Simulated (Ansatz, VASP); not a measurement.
# BP: VASP beside Ansatz

Contents of INCAR:

```
SYSTEM = BP
PREC = Accurate
ENCUT = 500
EDIFF = 1E-6
ISMEAR = -1
SIGMA = 0.1
LREAL = .FALSE.
LASPH = .TRUE.
NELM = 120
ALGO = Normal
ISIF = 2
LWAVE = .FALSE.
LCHARG = .FALSE.
NBANDS = 11
GGA_COMPAT = .FALSE.
```

Contents of KPOINTS:

```
Automatic mesh
0
G
  15 15 15
  0 0 0
```

The input POSCAR:

```
BP
1.0
    0.0000000000      2.1327757138      2.1327757138
    2.1327757138      0.0000000000      2.1327757138
    2.1327757138      2.1327757138      0.0000000000
B P
1 1
Direct
    0.0000000000      0.0000000000      0.0000000000
    0.5000000000      0.5000000000      0.5000000000
```

Input for Ansatz:

```yaml
crystal:
  lattice:
    - [0.0, 2.1327757138, 2.1327757138]
    - [2.1327757138, 0.0, 2.1327757138]
    - [2.1327757138, 2.1327757138, 0.0]
  atoms:
    - { symbol: B, position: [0.0, 0.0, 0.0] }
    - { symbol: P, position: [0.5, 0.5, 0.5] }
kpoints:
  mp_grid: { grid: [15, 15, 15] }
  band_path:
    path:
      - [0.0, 0.0, 0.0]
      - [0.5, 0.0, 0.5]
      - [0.625, 0.25, 0.625]
      - [0.375, 0.375, 0.75]
      - [0.0, 0.0, 0.0]
      - [0.5, 0.5, 0.5]
      - [0.5, 0.25, 0.75]
      - [0.5, 0.0, 0.5]
    npoints: 14
scf:
  occupations: { method: fermi_dirac, width: 0.1 }
hamiltonian:
  xc: lda
  pseudopotentials: { kind: all_electron, lapw: { basis_error: 0.001 } }
output:
  forces: true
  stress: true
  eigenvalues: true
  populations: true
  dos: { projected: true, de: 0.2, e_range: [-14, 8] }
```

Alike in both runs: task single point; functional LDA; k mesh 15 × 15 × 15; occupations fermi-dirac, width 0.1 eV; no spin polarisation.

```csv
,VASP,Ansatz
version,VASP 6.6.1,Ansatz 0.2.0
potentials or method,"VASP PAW LDA potentials, release 64 (B, P), cutoff 500 eV","all-electron LAPW, scalar-relativistic"
```

```csv
,VASP,Ansatz,Ansatz less VASP
pressure (GPa),0.0,0.0,+0.05
```

LDA's correlation is that of Perdew and Zunger in VASP and of Perdew and Wang (1992) in Ansatz. Ansatz ran all-electron here, and VASP with PAW potentials.
